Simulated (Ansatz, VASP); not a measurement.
One calculation of Bi2Se3, two programs

```
CELL_PARAMETERS angstrom
2.09366 1.20877 10.43403
-2.09366 1.20877 10.43403
0.00000 -2.41755 10.43403
ATOMIC_POSITIONS crystal
Bi 0.39504 0.39604 0.39680
Bi 0.60386 0.60485 0.60561
Se 0.99945 0.00044 0.00120
Se 0.22323 0.21925 0.21623
Se 0.77842 0.77941 0.78017
```

Change from the starting cell: atom 4 moved 0.06 Å.

Alike in both runs: task single point; functional PBE; k mesh 6 × 6 × 6; occupations gaussian, width 0.05 eV; no spin polarisation.

|  | VASP | Ansatz |
| --- | --- | --- |
| version | VASP 6.6.1 | Ansatz 0.2.0 |
| potentials or method | VASP PAW PBE potentials, release 64 (Bi_d, Se), cutoff 520 eV | scalar-relativistic, plane waves, PAW |
| valence electrons in the cell | 48 | 78 |

Ansatz gave:

```
gap on the k mesh at the Fermi level (eV)                     : 0.69
least direct gap on the mesh (eV)                             : 0.69
pressure (GPa)                                                : -0.5
traceless stress, the component that is largest in VASP (GPa) : -0.18
rms of the force components (eV/Å)                            : 0.121
```

Estimate VASP's values.

gap on the k mesh at the Fermi level (eV): 0.69; least direct gap on the mesh (eV): 0.69; pressure (GPa): -0.4; traceless stress, the component that is largest in VASP (GPa): -0.18; rms of the force components (eV/Å): 0.117.

Atom by atom the forces differ by 0.005 eV/Å (rms over components). The functional is the same, so the differences come from potentials, cutoffs and numerics. VASP's potentials hold 48 valence electrons a cell and Ansatz's 78, so a difference there can come from the potentials and not from the codes.

Spin-orbit coupling is off throughout.
